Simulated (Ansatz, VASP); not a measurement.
# Two plane-wave programs on Cs

INCAR

```
  ALGO = Normal
  EDIFF = 1E-6
  ENCUT = 520
  GGA = PS
  ISIF = 2
  ISMEAR = 0
  LASPH = True
  LCHARG = False
  LREAL = False
  LWAVE = False
  NBANDS = 10
  NELM = 80
  PREC = Accurate
  SIGMA = 0.1
```

Contents of KPOINTS:

```
k-points
0
Gamma
  10 10 10
```

Contents of POSCAR:

```
Cs
1.0
   -3.0279405000      3.0279405000      3.0279405000
    3.0279405000     -3.0279405000      3.0279405000
    3.0279405000      3.0279405000     -3.0279405000
Cs
1
Direct
    0.0000000000      0.0000000000      0.0000000000
```

Input for Ansatz:

```yaml
crystal:
  lattice:
    - [-3.0279405, 3.0279405, 3.0279405]
    - [3.0279405, -3.0279405, 3.0279405]
    - [3.0279405, 3.0279405, -3.0279405]
  atoms:
    - { symbol: Cs, position: [0.0, 0.0, 0.0] }
basis:
  ecutwfc: 420
kpoints:
  mp_grid: { grid: [10, 10, 10] }
hamiltonian:
  xc: pbesol
scf:
  occupations: { method: gaussian, width: 0.1 }
output:
  forces: true
  stress: true
  eigenvalues: true
```

Alike in both runs: task single point; functional PBEsol; k mesh 10 × 10 × 10; occupations gaussian, width 0.1 eV; no spin polarisation.

|  | VASP | Ansatz |
| --- | --- | --- |
| version | VASP 6.6.1 | Ansatz 0.2.0 |
| potentials or method | VASP PAW PBE potentials, release 64 (Cs_sv), cutoff 520 eV | scalar-relativistic, plane waves, PAW |
| valence electrons in the cell | 9 | 9 |

|  | VASP | Ansatz | Ansatz less VASP |
| --- | --- | --- | --- |
| gap on the k mesh at the Fermi level (eV) | none | none | - |
| pressure (GPa) | 0.0 | 0.0 | +0.01 |

VASP's potentials were made for PBE, not for PBEsol. A gap of «none» marks a metal or a gap that the smearing closes. The functional is the same, so the differences come from potentials, cutoffs and numerics.

Spin-orbit coupling is off throughout.
